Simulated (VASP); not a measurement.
Runs of VASP 6.6.1 on SrCo3. The structure is that of space group Pm-3m (No. 221), or close to it. The cells are those of the table. 

| cell | gap on the mesh (eV) | pressure (GPa) | moment (μB) |
| --- | --- | --- | --- |
| a = 3.910 Å, 4 atoms | none | 0.5 | 4.09 |
| a = 3.884 Å, 4 atoms | none | (b) | 4.08 |
| a = 3.857 Å, 4 atoms | none | 4.8 | 4.08 |
| a = 3.936 Å, 4 atoms | none | -1.4 | (a) |

Alike in all rows: task single point; level PBEsol; potentials or basis VASP PAW PBE potentials, release 64 (Sr_sv, Co); spin collinear, ferromagnetic start; k mesh 8 × 8 × 8; cutoff (eV) 520; smearing gaussian 0.05 eV.

Problem. Estimate the missing entries.

Solution. (a) 4.11; (b) 2.6.

Caveats: the PAW data sets were made with another functional, which shifts forces and pressure a little; the cell stands under pressure (at least some runs).

A k mesh can miss the band edges, and the runs leave out spin-orbit coupling on Sr.

A gap of «none» marks levels without a gap at the run's occupations.
